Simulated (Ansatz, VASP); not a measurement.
## ScSi3: VASP beside Ansatz

File INCAR:

```
ALGO = Normal ; EDIFF = 1E-6
ENCUT = 520 ; GGA = PE
ISIF = 2 ; ISMEAR = 0
LASPH = True ; LCHARG = False
LREAL = False ; LWAVE = False
NBANDS = 20 ; NELM = 100
PREC = Accurate ; SIGMA = 0.05
```

KPOINTS

```
k-points
0
Gamma
  8 8 8
```

Contents of POSCAR:

```
ScSi3
1.0
    3.9655533451      0.0000000000      0.0000000000
    0.0000000000      3.9655533451     -0.0198277667
    0.0000000000     -0.0198277667      3.9655533451
Sc Si
1 3
Direct
    0.0000000000      0.0000000000      0.0000000000
    0.0000000000      0.5000000000      0.5000000000
    0.5000000000      0.5000000000      0.0000000000
    0.5000000000      0.0000000000      0.5000000000
```

Input for Ansatz:

```yaml
crystal:
  lattice:
    - [3.9655533451, 0.0, 0.0]
    - [0.0, 3.9655533451, -0.0198277667]
    - [0.0, -0.0198277667, 3.9655533451]
  atoms:
    - { symbol: Sc, position: [0.0, 0.0, 0.0] }
    - { symbol: Si, position: [0.0, 0.5, 0.5] }
    - { symbol: Si, position: [0.5, 0.5, 0.0] }
    - { symbol: Si, position: [0.5, 0.0, 0.5] }
basis:
  ecutwfc: 420
  ecutrho_ratio: 4
kpoints:
  mp_grid: { grid: [8, 8, 8] }
hamiltonian:
  xc: pbe
scf:
  occupations: { method: gaussian, width: 0.05 }
output:
  forces: true
  stress: true
  eigenvalues: true
```

Change from the starting cell: strain e4 = -0.01, atoms carried along.

Alike in both runs: task single point; functional PBE; k mesh 8 × 8 × 8; occupations gaussian, width 0.05 eV; no spin polarisation.

|  | VASP | Ansatz |
| --- | --- | --- |
| version | VASP 6.6.1 | Ansatz 0.2.0 |
| potentials or method | VASP PAW PBE potentials, release 64 (Sc_sv, Si), cutoff 520 eV | scalar-relativistic, plane waves, PAW |
| valence electrons in the cell | 23 | 23 |

|  | VASP | Ansatz | Ansatz less VASP |
| --- | --- | --- | --- |
| gap on the k mesh at the Fermi level (eV) | none | none | - |
| pressure (GPa) | 0.2 | 0.0 | -0.13 |
| traceless stress, the component that is largest in VASP (GPa) | 0.87 | 0.87 | -0.003 |

A gap of «none» marks a metal or a gap that the smearing closes.
